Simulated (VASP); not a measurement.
# AlN (P6_3mc) in VASP: notebook

AlN is run at these levels: PBE, PBE0+D4; tasks: single point.

Program: VASP 6.6.1. These are calculated values, not measurements. Logs are shortened: lines on timing, memory, paths and dates and some standing lists are left out, and cuts for length are marked.

## (1) The cell of the first run

The structure is hexagonal, space group P6_3mc (No. 186). The conventional cell has a = 3.111 Å, b = 3.111 Å, c = 4.979 Å, α = 90.00°, β = 90.00°, γ = 120.00°. Within 2.5 Å of Al (site symmetry 3m) lie 4 N at 1.89 to 1.90 Å. Within 2.5 Å of N (site symmetry 3m) lie 4 Al at 1.89 to 1.90 Å.

## (2) Single point, PBE

Contents of INCAR:

```
SYSTEM = AlN
ALGO = Normal
EDIFF = 1E-7
ENCUT = 520
GGA = PE
ISIF = 2
ISMEAR = 0
LASPH = .True.
LCHARG = .True.
LELF = .True.
LREAL = .False.
LVHAR = .True.
LWAVE = .False.
NBANDS = 16
NELM = 60
PREC = Accurate
SIGMA = 0.05
```

Contents of KPOINTS:

```
k-points
0
Gamma
  6 6 4
  0 0 0
```

Contents of POSCAR:

```
AlN
1.0
    3.1107606290      0.0000000000      0.0000000000
   -1.5553803145      2.6939977298      0.0000000000
    0.0000000000      0.0000000000      4.9787706144
Al N
2 2
Direct
    0.3333333333      0.6666666667      0.0015708995
    0.6666666667      0.3333333333      0.5015708995
    0.3333333333      0.6666666667      0.3834291005
    0.6666666667      0.3333333333      0.8834291005
```

Potentials or basis: VASP PAW PBE potentials, release 64 (Al, N).

On the command line:

```console
cat potpaw_PBE.64/Al/POTCAR potpaw_PBE.64/N/POTCAR > POTCAR
mpirun -np 1 vasp_std > vasp.out
```

OUTCAR:

```text
SYSTEM = AlN
   EDIFF = 1E-7
   ENCUT = 520
   GGA = PE
   ISIF = 2
   ISMEAR = 0
   LASPH = .True.
   LREAL = .False.
   NELM = 60
   PREC = Accurate

 ion  position               nearest neighbor table
   1  0.333  0.667  0.002-   4 1.89   4 1.89   4 1.89   3 1.90   2 3.07   2 3.07   2 3.07   2 3.07
                             2 3.07   2 3.07
   2  0.667  0.333  0.502-   3 1.89   3 1.89   3 1.89   4 1.90   1 3.07   1 3.07   1 3.07   1 3.07
                             1 3.07   1 3.07
   3  0.333  0.667  0.383-   2 1.89   2 1.89   2 1.89   1 1.90
   4  0.667  0.333  0.883-   1 1.89   1 1.89   1 1.89   2 1.90

  LATTYP: Found a hexagonal cell.
 ALAT       =     3.1107606290
 C/A-ratio  =     1.6004994303

  Lattice vectors:

 A1 = (   3.1107606290,   0.0000000000,   0.0000000000)
 A2 = (  -1.5553803145,   2.6939977298,   0.0000000000)
 A3 = (   0.0000000000,   0.0000000000,   4.9787706144)

Analysis of symmetry for initial positions (statically):
=====================================================================
 Subroutine PRICEL returns:
 Original cell was already a primitive cell.

 Routine SETGRP: Setting up the symmetry group for a
 hexagonal supercell.

 Subroutine GETGRP returns: Found 12 space group operations
 (whereof  6 operations were pure point group operations)
 out of a pool of 24 trial point group operations.

The static configuration has the point symmetry C_3v.
 The point group associated with its full space group is C_6v.

Analysis of symmetry for dynamics (positions and initial velocities):
=====================================================================
 Subroutine PRICEL returns:
 Original cell was already a primitive cell.

 Routine SETGRP: Setting up the symmetry group for a
 hexagonal supercell.

 Subroutine GETGRP returns: Found 12 space group operations
 (whereof  6 operations were pure point group operations)
 out of a pool of 24 trial point group operations.

The dynamic configuration has the point symmetry C_3v.
 The point group associated with its full space group is C_6v.

 Subroutine INISYM returns: Found 12 space group operations
 (whereof  6 operations are pure point group operations),
 and found     1 'primitive' translations

----------------------------------------------------------------------------------------

                                     Primitive cell

  volume of cell :      41.7240

  direct lattice vectors                    reciprocal lattice vectors
     3.110760629  0.000000000  0.000000000     0.321464786  0.185597781  0.000000000
    -1.555380315  2.693997730  0.000000000     0.000000000  0.371195562  0.000000000
     0.000000000  0.000000000  4.978770614     0.000000000  0.000000000  0.200852796

  length of vectors
     3.110760629  3.110760629  4.978770614     0.371195562  0.371195562  0.200852796

  position of ions in fractional coordinates (direct lattice)
     0.333333333  0.666666667  0.001570900
     0.666666667  0.333333333  0.501570900
     0.333333333  0.666666667  0.383429101
     0.666666667  0.333333333  0.883429101

  ion indices of the primitive-cell ions
   primitive index   ion index
                 1           1
                 2           2
                 3           3
                 4           4

----------------------------------------------------------------------------------------

 KPOINTS: k-points

Automatic generation of k-mesh.
 Grid dimensions read from file:
 generate k-points for:    6    6    4

 Generating k-lattice:

  Cartesian coordinates                     Fractional coordinates (reciprocal lattice)
     0.053577464  0.030932963  0.000000000     0.166666667  0.000000000  0.000000000
     0.000000000  0.061865927  0.000000000     0.000000000  0.166666667  0.000000000
     0.000000000  0.000000000  0.050213199     0.000000000  0.000000000  0.250000000

  Length of vectors
     0.061865927  0.061865927  0.050213199

  Shift w.r.t. Gamma in fractional coordinates (k-lattice)
     0.000000000  0.000000000  0.000000000

 Subroutine IBZKPT returns following result:
 ===========================================

 Found     21 irreducible k-points:

 Following reciprocal coordinates:
            Coordinates               Weight
  0.000000  0.000000  0.000000      1.000000
  0.166667 -0.000000  0.000000      6.000000
  0.333333 -0.000000  0.000000      6.000000
  0.500000  0.000000  0.000000      3.000000
  0.166667  0.166667  0.000000      6.000000
  0.333333  0.166667  0.000000     12.000000
[... 13 lines left out ...]
  0.333333  0.166667  0.500000     12.000000
  0.333333  0.333333  0.500000      2.000000
   k-points           NKPTS =     21   k-points in BZ     NKDIM =     21   number of bands    NBANDS=     16
   number of dos      NEDOS =    301   number of ions     NIONS =      4
   total plane-waves  NPLWV =  23040
   dimension x,y,z NGX =    24 NGY =   24 NGZ =   40
   dimension x,y,z NGXF=    48 NGYF=   48 NGZF=   80
   ions per type =               2   2
   NGX,Y,Z   is equivalent  to a cutoff of  12.83, 12.83, 13.36 a.u.
   NGXF,Y,Z  is equivalent  to a cutoff of  25.65, 25.65, 26.71 a.u.
 SYSTEM =  AlN
   PREC   = accura    normal or accurate (medium, high low for compatibility)
   ISTART =      0    job   : 0-new  1-cont  2-samecut
   ICHARG =      2    charge: 1-file 2-atom 10-const
   ISPIN  =      1    spin polarized calculation?
   LNONCOLLINEAR =      F non collinear calculations
   LSORBIT =      F    spin-orbit coupling
   LASPH  =      T    aspherical Exc in radial PAW
   ENCUT  =  520.0 eV  38.22 Ry    6.18 a.u.   5.78  5.78  9.26*2*pi/ulx,y,z
   NELM   =     60;   NELMIN=  2; NELMDL= -5     # of ELM steps
   EDIFF  = 0.1E-06   stopping-criterion for ELM
   LREAL  =      F    real-space projection
   EDIFFG = 0.1E-05   stopping-criterion for IOM
   NSW    =      0    number of steps for IOM
   IBRION =     -1    ionic relax: 0-MD 1-quasi-New 2-CG
   NFREE  =      0    steps in history (QN), initial steepest desc. (CG)
   ISIF   =      2    stress and relaxation
   ISYM   =      2    0-nonsym 1-usesym 2-fastsym
   POTIM  = 0.5000    time-step for ionic-motion
   TEBEG  =    0.0;   TEEND  =   0.0 temperature during run
   PSTRESS=    0.0 pullay stress
   NELECT =      16.0000    total number of electrons
   NUPDOWN=      -1.0000    fix difference up-down
   EMIN   =  10.00;   EMAX   =-10.00  energy-range for DOS
   EFERMI =   0.00;   METHOD = LEGACY
   ISMEAR =     0;   SIGMA  =   0.05  broadening in eV -4-tet -1-fermi 0-gaus
   EFERMI_NEDOS =   21; number of points for ismear=-14 and -15
   IALGO  =     38    algorithm
   IMIX   =      4    mixing-type and parameters
     AMIX     =   0.40;   BMIX     =  1.00
     AMIX_MAG =   1.60;   BMIX_MAG =  1.00
  volume/ion in A,a.u.               =      10.43        70.39
  Fermi-wavevector in a.u.,A,eV,Ry     =   1.189377  2.247597 19.247040  1.414617
  Thomas-Fermi vector in A             =   2.325486
   LORBIT       =      0    0 simple, 1 ext, 2 COOP (PROOUT), +10 PAW based schemes
   GGA     = PE    functional components
   LHFCALC =     F    Hartree Fock is set to
   AEXX    =    0.0000 exact exchange contribution
   IVDW    =     0    specifies the selected vdW correction
   LEPSILON=     F    determine dielectric tensor
   LRPA    =     F    only Hartree local field effects (RPA)
 non-spin polarized calculation
 Gauss-broadening in eV      SIGMA  =   0.05
  energy-cutoff  :      520.00
  volume of cell :       41.72
 maximum number of plane-waves:      1152
 NGX is ok and might be reduce to    24
   NGX = 11   NGY = 11   NGZ = 19

 number of electron      15.9999997 magnetization

 Free energy of the ion-electron system (eV)
  ---------------------------------------------------
  ext. energy  EPLUGINS =         0.00000000
  ---------------------------------------------------
  free energy    TOTEN  =       -29.76939957 eV

  energy without entropy =      -29.76939957  energy(sigma->0) =      -29.76939957

 E-fermi :   6.4106     XC(G=0): -10.9149

 val. band max:        6.1695555914   @ k =   0.0000   0.0000   0.0000
 cond. band min:      10.3822022497   @ k =   0.0000   0.0000   0.0000
 fundamental gap:      4.2126466583
 Fermi energy:         6.4106457907

 k-point     1 :       0.0000    0.0000    0.0000
  band No.  band energies     occupation
      1      -9.0299      2.00000
      2      -6.8781      2.00000
      3       0.1685      2.00000
      4       5.2963      2.00000
      5       5.2963      2.00000
      6       5.9482      2.00000
[... 8 lines left out ...]
     15      19.3089      0.00000
     16      19.3089      0.00000

 k-point     2 :       0.1667   -0.0000    0.0000
  band No.  band energies     occupation
      1      -8.6830      2.00000
      2      -6.6905      2.00000
      3       0.5846      2.00000
      4       3.8791      2.00000
      5       4.6623      2.00000
      6       4.9047      2.00000
[... 8 lines left out ...]
     15      18.5307      0.00000
     16      18.9660      0.00000

 k-point     3 :       0.3333   -0.0000    0.0000
  band No.  band energies     occupation
      1      -7.7872      2.00000
      2      -6.3584      2.00000
      3       1.6552      2.00000
      4       1.7376      2.00000
      5       2.8393      2.00000
      6       4.3155      2.00000
[... 8 lines left out ...]
     15      18.2675      0.00000
     16      20.5676      0.00000

 k-point     4 :       0.5000    0.0000    0.0000
  band No.  band energies     occupation
      1      -7.0622      2.00000
      2      -6.3654      2.00000
      3       0.7104      2.00000
      4       1.9964      2.00000
      5       2.8192      2.00000
      6       4.0699      2.00000
[... 8 lines left out ...]
     15      18.9898      0.00000
     16      21.3194      0.00000

 k-point     5 :       0.1667    0.1667    0.0000
  band No.  band energies     occupation
      1      -8.0552      2.00000
      2      -6.4236      2.00000
      3       1.3694      2.00000
      4       2.7799      2.00000
      5       2.7801      2.00000
      6       4.4620      2.00000
[... 8 lines left out ...]
     15      18.7358      0.00000
     16      20.1997      0.00000

 k-point     6 :       0.3333    0.1667    0.0000
  band No.  band energies     occupation
      1      -7.1359      2.00000
      2      -6.3025      2.00000
      3       1.2026      2.00000
      4       2.2355      2.00000
      5       2.6757      2.00000
      6       3.3728      2.00000
[... 8 lines left out ...]
     15      18.6373      0.00000
     16      20.8996      0.00000
[... 210 lines left out ...]
 k-point    18 :       0.5000    0.0000    0.5000
  band No.  band energies     occupation
      1      -6.6878      2.00000
      2      -6.6878      2.00000
      3       0.5587      2.00000
      4       0.5587      2.00000
      5       4.6946      2.00000
      6       4.6946      2.00000
[... 8 lines left out ...]
     15      19.4364      0.00000
     16      19.4364      0.00000

 k-point    19 :       0.1667    0.1667    0.5000
  band No.  band energies     occupation
      1      -7.3311      2.00000
      2      -7.3311      2.00000
      3       1.9486      2.00000
      4       1.9486      2.00000
      5       4.3300      2.00000
      6       4.3300      2.00000
[... 8 lines left out ...]
     15      19.1157      0.00000
     16      19.1157      0.00000

 k-point    20 :       0.3333    0.1667    0.5000
  band No.  band energies     occupation
      1      -6.7079      2.00000
      2      -6.7079      2.00000
      3       1.0040      2.00000
      4       1.0040      2.00000
      5       3.5343      2.00000
      6       3.5343      2.00000
[... 8 lines left out ...]
     15      19.6309      0.00000
     16      19.6309      0.00000

 k-point    21 :       0.3333    0.3333    0.5000
  band No.  band energies     occupation
      1      -6.4826      2.00000
      2      -6.4826      2.00000
      3       1.3234      2.00000
      4       1.3234      2.00000
      5       2.2990      2.00000
      6       2.2990      2.00000
[... 8 lines left out ...]
     15      19.9950      0.00000
     16      19.9950      0.00000

------------------------ aborting loop because EDIFF is reached ----------------------------------------

  FORCE on cell =-STRESS in cart. coord.  units (eV):
  Direction    XX          YY          ZZ          XY          YZ          ZX
  --------------------------------------------------------------------------------------
  -------------------------------------------------------------------------------------
  Total        0.9749147      0.9749147      1.0256898      0.0000000      0.0000000      0.0000000
  in kB       37.4361584     37.4361584     39.3858907      0.0000000      0.0000000      0.0000000
  external PRESSURE =      38.0860692 kB  Pullay stress =       0.0000000 kB

 VOLUME and BASIS-vectors are now :
 -----------------------------------------------------------------------------
  energy-cutoff  :      520.00
  volume of cell :       41.72
      direct lattice vectors                 reciprocal lattice vectors
     3.110760629  0.000000000  0.000000000     0.321464786  0.185597781  0.000000000
    -1.555380315  2.693997730  0.000000000     0.000000000  0.371195562  0.000000000
     0.000000000  0.000000000  4.978770614     0.000000000  0.000000000  0.200852796

 POSITION                                       TOTAL-FORCE (eV/Angst)
 -----------------------------------------------------------------------------------
     -0.00000      1.79600      0.00782         0.000000      0.000000     -0.007287
      1.55538      0.89800      2.49721        -0.000000      0.000000     -0.007287
     -0.00000      1.79600      1.90901         0.000000      0.000000      0.007287
      1.55538      0.89800      4.39839        -0.000000     -0.000000      0.007287
 -----------------------------------------------------------------------------------
    total drift:                               -0.000000      0.000000      0.000584

  FREE ENERGIE OF THE ION-ELECTRON SYSTEM (eV)
  ---------------------------------------------------
  free  energy   TOTEN  =       -29.7693995673 eV

  energy  without entropy=      -29.7693995673  energy(sigma->0) =      -29.76939957
```

Wall time 8.1 s (1 thread of Intel Xeon 6975P-C, shared host); peak memory 0.16 GiB.

What came out:

```
Free energy            : -29.7694 eV
Pressure               : 3.8 GPa
Largest force          : 0.007 eV/Å
Band gap on the k mesh : 4.21 eV, direct
```

Forces on the atoms (eV/Å):
```
Al   0.000  0.000 -0.007
Al   0.000  0.000 -0.007
N    0.000  0.000  0.007
N    0.000  0.000  0.007
```

[end of part 1 of 3]
